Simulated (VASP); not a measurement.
# TaN (P6_3/mmc) in VASP: further runs

The runs below take TaN through single point, with PBE.

Everything below comes from runs of VASP 6.6.1. Logs are shortened: lines on timing, memory, paths and dates and some standing lists are left out, and cuts for length are marked.

### 1 The cell of the first run

The structure is hexagonal, space group P6_3/mmc (No. 194). The conventional cell has a = 2.800 Å, b = 2.800 Å, c = 6.057 Å, α = 90.00°, β = 90.00°, γ = 120.00°. Within 2.9 Å of Ta (site symmetry -3m) lie 6 N at 2.22 Å and 6 Ta at 2.80 Å. N (site symmetry -6m2) has 6 Ta at 2.22 Å and 6 N at 2.80 Å within 2.9 Å.

### 2 Single point, PBE (biaxial strain in the a-b plane: -4.0 %)

INCAR

```
SYSTEM = TaN
PREC = Accurate
ENCUT = 520
EDIFF = 1E-6
ISMEAR = 0
SIGMA = 0.1
LREAL = .FALSE.
LASPH = .TRUE.
NELM = 60
ALGO = Normal
ISIF = 2
LWAVE = .FALSE.
LCHARG = .TRUE.
GGA = PE
LELF = .TRUE.
LVHAR = .TRUE.
NBANDS = 24
```

KPOINTS

```
regular mesh
0
G
  18 18 8
  0 0 0
```

POSCAR

```
TaN
1.0
    2.8004383280      0.0000000000      0.0000000000
   -1.4002191640      2.4252507338      0.0000000000
    0.0000000000      0.0000000000      6.0569273564
Ta N
2 2
Direct
    0.0000000000      0.0000000000      0.0000000000
    0.0000000000      0.0000000000      0.5000000000
    0.3333333333      0.6666666667      0.2500000000
    0.6666666667      0.3333333333      0.7500000000
```

Potentials or basis: VASP PAW PBE potentials, release 64 (Ta_pv, N).

The run is started by

```
> cat potpaw_PBE.64/Ta_pv/POTCAR potpaw_PBE.64/N/POTCAR > POTCAR
> mpirun -np 1 vasp_std > vasp.out
```

OUTCAR:

```text
SYSTEM = TaN
   PREC = Accurate
   ENCUT = 520
   EDIFF = 1E-6
   ISMEAR = 0
   LREAL = .FALSE.
   LASPH = .TRUE.
   NELM = 60
   ISIF = 2
   GGA = PE

 ion  position               nearest neighbor table
   1  0.000  0.000  0.000-   3 2.22   4 2.22   4 2.22   3 2.22   4 2.22   3 2.22   2 3.03   2 3.03

   2  0.000  0.000  0.500-   3 2.22   4 2.22   4 2.22   3 2.22   4 2.22   3 2.22   1 3.03   1 3.03

   3  0.333  0.667  0.250-   1 2.22   2 2.22   1 2.22   2 2.22   1 2.22   2 2.22
   4  0.667  0.333  0.750-   1 2.22   2 2.22   1 2.22   2 2.22   1 2.22   2 2.22

  LATTYP: Found a hexagonal cell.
 ALAT       =     2.8004383280
 C/A-ratio  =     2.1628497567

  Lattice vectors:

 A1 = (   2.8004383280,   0.0000000000,   0.0000000000)
 A2 = (  -1.4002191640,   2.4252507338,   0.0000000000)
 A3 = (   0.0000000000,   0.0000000000,   6.0569273564)

Analysis of symmetry for initial positions (statically):
=====================================================================
 Subroutine PRICEL returns:
 Original cell was already a primitive cell.

 Routine SETGRP: Setting up the symmetry group for a
 hexagonal supercell.

 Subroutine GETGRP returns: Found 24 space group operations
 (whereof 12 operations were pure point group operations)
 out of a pool of 24 trial point group operations.

The static configuration has the point symmetry D_3d.
 The point group associated with its full space group is D_6h.

Analysis of symmetry for dynamics (positions and initial velocities):
=====================================================================
 Subroutine PRICEL returns:
 Original cell was already a primitive cell.

 Routine SETGRP: Setting up the symmetry group for a
 hexagonal supercell.

 Subroutine GETGRP returns: Found 24 space group operations
 (whereof 12 operations were pure point group operations)
 out of a pool of 24 trial point group operations.

The dynamic configuration has the point symmetry D_3d.
 The point group associated with its full space group is D_6h.

 Subroutine INISYM returns: Found 24 space group operations
 (whereof 12 operations are pure point group operations),
 and found     1 'primitive' translations

----------------------------------------------------------------------------------------

                                     Primitive cell

  volume of cell :      41.1372

  direct lattice vectors                    reciprocal lattice vectors
     2.800438328  0.000000000  0.000000000     0.357086957  0.206164251  0.000000000
    -1.400219164  2.425250734  0.000000000     0.000000000  0.412328501  0.000000000
     0.000000000  0.000000000  6.056927356     0.000000000  0.000000000  0.165100214

  length of vectors
     2.800438328  2.800438328  6.056927356     0.412328501  0.412328501  0.165100214

  position of ions in fractional coordinates (direct lattice)
     0.000000000  0.000000000  0.000000000
     0.000000000  0.000000000  0.500000000
     0.333333333  0.666666667  0.250000000
     0.666666667  0.333333333  0.750000000

  ion indices of the primitive-cell ions
   primitive index   ion index
                 1           1
                 2           2
                 3           3
                 4           4

----------------------------------------------------------------------------------------

 KPOINTS: regular mesh

Automatic generation of k-mesh.
 Grid dimensions read from file:
 generate k-points for:   18   18    8

 Generating k-lattice:

  Cartesian coordinates                     Fractional coordinates (reciprocal lattice)
     0.019838164  0.011453569  0.000000000     0.055555556 -0.000000000  0.000000000
     0.000000000  0.022907139  0.000000000     0.000000000  0.055555556  0.000000000
     0.000000000  0.000000000  0.020637527     0.000000000  0.000000000  0.125000000

  Length of vectors
     0.022907139  0.022907139  0.020637527

  Shift w.r.t. Gamma in fractional coordinates (k-lattice)
     0.000000000  0.000000000  0.000000000

 Subroutine IBZKPT returns following result:
 ===========================================

 Found    185 irreducible k-points:

 Following reciprocal coordinates:
            Coordinates               Weight
  0.000000  0.000000  0.000000      1.000000
  0.055556 -0.000000  0.000000      6.000000
  0.111111 -0.000000  0.000000      6.000000
  0.166667 -0.000000  0.000000      6.000000
  0.222222  0.000000  0.000000      6.000000
  0.277778  0.000000  0.000000      6.000000
[... 16 lines left out ...]
  0.333333  0.111111  0.000000     12.000000
  0.388889  0.111111  0.000000     12.000000
 [... further k-points ...]
   k-points           NKPTS =    185   k-points in BZ     NKDIM =    185   number of bands    NBANDS=     24
   number of dos      NEDOS =    301   number of ions     NIONS =      4
   total plane-waves  NPLWV =  27648
   dimension x,y,z NGX =    24 NGY =   24 NGZ =   48
   dimension x,y,z NGXF=    48 NGYF=   48 NGZF=   96
   ions per type =               2   2
   NGX,Y,Z   is equivalent  to a cutoff of  14.25, 14.25, 13.17 a.u.
   NGXF,Y,Z  is equivalent  to a cutoff of  28.49, 28.49, 26.35 a.u.
 SYSTEM =  TaN
   PREC   = accura    normal or accurate (medium, high low for compatibility)
   ISTART =      0    job   : 0-new  1-cont  2-samecut
   ICHARG =      2    charge: 1-file 2-atom 10-const
   ISPIN  =      1    spin polarized calculation?
   LNONCOLLINEAR =      F non collinear calculations
   LSORBIT =      F    spin-orbit coupling
   LASPH  =      T    aspherical Exc in radial PAW
   ENCUT  =  520.0 eV  38.22 Ry    6.18 a.u.   5.21  5.21 11.26*2*pi/ulx,y,z
   NELM   =     60;   NELMIN=  2; NELMDL= -5     # of ELM steps
   EDIFF  = 0.1E-05   stopping-criterion for ELM
   LREAL  =      F    real-space projection
   EDIFFG = 0.1E-04   stopping-criterion for IOM
   NSW    =      0    number of steps for IOM
   IBRION =     -1    ionic relax: 0-MD 1-quasi-New 2-CG
   NFREE  =      0    steps in history (QN), initial steepest desc. (CG)
   ISIF   =      2    stress and relaxation
   ISYM   =      2    0-nonsym 1-usesym 2-fastsym
   POTIM  = 0.5000    time-step for ionic-motion
   TEBEG  =    0.0;   TEEND  =   0.0 temperature during run
   PSTRESS=    0.0 pullay stress
   NELECT =      32.0000    total number of electrons
   NUPDOWN=      -1.0000    fix difference up-down
   EMIN   =  10.00;   EMAX   =-10.00  energy-range for DOS
   EFERMI =   0.00;   METHOD = LEGACY
   ISMEAR =     0;   SIGMA  =   0.10  broadening in eV -4-tet -1-fermi 0-gaus
   EFERMI_NEDOS =   21; number of points for ismear=-14 and -15
   IALGO  =     38    algorithm
   IMIX   =      4    mixing-type and parameters
     AMIX     =   0.40;   BMIX     =  1.00
     AMIX_MAG =   1.60;   BMIX_MAG =  1.00
  volume/ion in A,a.u.               =      10.28        69.40
  Fermi-wavevector in a.u.,A,eV,Ry     =   1.505612  2.845195 30.842616  2.266868
  Thomas-Fermi vector in A             =   2.616438
   LORBIT       =      0    0 simple, 1 ext, 2 COOP (PROOUT), +10 PAW based schemes
   GGA     = PE    functional components
   LHFCALC =     F    Hartree Fock is set to
   AEXX    =    0.0000 exact exchange contribution
   IVDW    =     0    specifies the selected vdW correction
   LEPSILON=     F    determine dielectric tensor
   LRPA    =     F    only Hartree local field effects (RPA)
 non-spin polarized calculation
 Gauss-broadening in eV      SIGMA  =   0.10
  energy-cutoff  :      520.00
  volume of cell :       41.14
 maximum number of plane-waves:      1121
 NGX is ok and might be reduce to    24
   NGX = 11   NGY = 11   NGZ = 23

 number of electron      32.0000002 magnetization

 Free energy of the ion-electron system (eV)
  ---------------------------------------------------
  ext. energy  EPLUGINS =         0.00000000
  ---------------------------------------------------
  free energy    TOTEN  =       -43.64073647 eV

  energy without entropy =      -43.63579132  energy(sigma->0) =      -43.63826389

 E-fermi :   8.5008     XC(G=0): -13.6185

 val. band max:        8.4910671947   @ k =   0.1667   0.1667   0.5000
 cond. band min:       8.5164871398   @ k =   0.0556   0.0556   0.1250
 fundamental gap:      0.0254199451
 Fermi energy:         8.5008280925

 k-point     1 :       0.0000    0.0000    0.0000
  band No.  band energies     occupation
      1     -26.8568      2.00000
      2     -26.1877      2.00000
      3     -25.6459      2.00000
      4     -25.6459      2.00000
      5     -25.5992      2.00000
      6     -25.5992      2.00000
[... 16 lines left out ...]
     23      12.9985      0.00000
     24      14.8134      0.00000

 k-point     2 :       0.0556   -0.0000    0.0000
  band No.  band energies     occupation
      1     -26.8458      2.00000
      2     -26.1804      2.00000
      3     -25.6976      2.00000
      4     -25.6567      2.00000
      5     -25.6477      2.00000
      6     -25.6096      2.00000
[... 16 lines left out ...]
     23      13.2311      0.00000
     24      14.6929      0.00000

 k-point     3 :       0.1111   -0.0000    0.0000
  band No.  band energies     occupation
      1     -26.8137      2.00000
      2     -26.1596      2.00000
      3     -25.8444      2.00000
      4     -25.7854      2.00000
      5     -25.6878      2.00000
      6     -25.6393      2.00000
[... 16 lines left out ...]
     23      13.7186      0.00000
     24      14.5442      0.00000
[... 514 lines left out ...]
 k-point    23 :       0.3333    0.1111    0.0000
  band No.  band energies     occupation
      1     -26.9842      2.00000
      2     -26.8683      2.00000
      3     -26.5067      2.00000
      4     -26.0654      2.00000
      5     -26.0003      2.00000
      6     -25.9627      2.00000
[... 16 lines left out ...]
     23      15.8094      0.00000
     24      15.9840      0.00000

 k-point    24 :       0.3889    0.1111    0.0000
  band No.  band energies     occupation
      1     -27.0894      2.00000
      2     -26.9695      2.00000
      3     -26.4744      2.00000
      4     -26.1041      2.00000
      5     -26.0364      2.00000
      6     -25.9430      2.00000
[... 16 lines left out ...]
     23      15.8814      0.00000
     24      16.7795      0.00000

 [... further k-points ...]

------------------------ aborting loop because EDIFF is reached ----------------------------------------

  FORCE on cell =-STRESS in cart. coord.  units (eV):
  Direction    XX          YY          ZZ          XY          YZ          ZX
  --------------------------------------------------------------------------------------
  -------------------------------------------------------------------------------------
  Total        9.0180102      9.0180102     -1.9143570      0.0000000      0.0000000      0.0000000
  in kB      351.2256951    351.2256951    -74.5587295      0.0000000      0.0000000      0.0000000
  external PRESSURE =     209.2975536 kB  Pullay stress =       0.0000000 kB

 VOLUME and BASIS-vectors are now :
 -----------------------------------------------------------------------------
  energy-cutoff  :      520.00
  volume of cell :       41.14
      direct lattice vectors                 reciprocal lattice vectors
     2.800438328  0.000000000  0.000000000     0.357086957  0.206164251  0.000000000
    -1.400219164  2.425250734  0.000000000     0.000000000  0.412328501  0.000000000
     0.000000000  0.000000000  6.056927356     0.000000000  0.000000000  0.165100214

 POSITION                                       TOTAL-FORCE (eV/Angst)
 -----------------------------------------------------------------------------------
      0.00000      0.00000      0.00000         0.000000      0.000000     -0.000000
      0.00000      0.00000      3.02846         0.000000      0.000000     -0.000000
     -0.00000      1.61683      1.51423         0.000000      0.000000     -0.000000
      1.40022      0.80842      4.54270        -0.000000     -0.000000      0.000000
 -----------------------------------------------------------------------------------
    total drift:                               -0.000000      0.000000      0.000000

  FREE ENERGIE OF THE ION-ELECTRON SYSTEM (eV)
  ---------------------------------------------------
  free  energy   TOTEN  =       -43.6407364729 eV

  energy  without entropy=      -43.6357913171  energy(sigma->0) =      -43.63826389
```

It took 3 min on 1 thread of Intel Xeon Platinum 8259CL at 2.50GHz (Skylake/Cascade Lake), shared host; peak memory 0.29 GiB.

Results:

- Free energy: -43.6407 eV
- Pressure: 20.9 GPa
- Band gap on the k mesh: zero (bands 16 and 17 overlap by 1.15 eV)

Levels at points of the mesh, in eV from the Fermi level:
```csv
k point,band 13,band 14,band 15,band 16,band 17,band 18,band 19,band 20
"(0.00, 0.00, 0.00)",-3.51,-1.38,-1.38,-0.11,-0.11,1.12,1.12,1.47
"(0.50, 0.00, 0.00)",-3.87,-3.81,-2.80,-2.29,3.08,4.51,5.36,6.01
"(0.00, 0.00, 0.50)",-3.28,-3.28,-0.98,-0.98,1.29,1.29,1.29,1.29
"(0.50, 0.00, 0.50)",-3.87,-3.87,-2.50,-2.50,4.52,4.52,5.43,5.43
```

Caveat: the cell differs from its parent crystal (biaxial strain in the a-b plane: -4.0 %); the stress differs along the axes, from -7 to 35 GPa; spin-orbit coupling is left out, which moves the levels of the heavy elements.

(Continued in part 2 of 2.)

The gap in the log of VASP goes by the Fermi energy; the results here count the filled bands.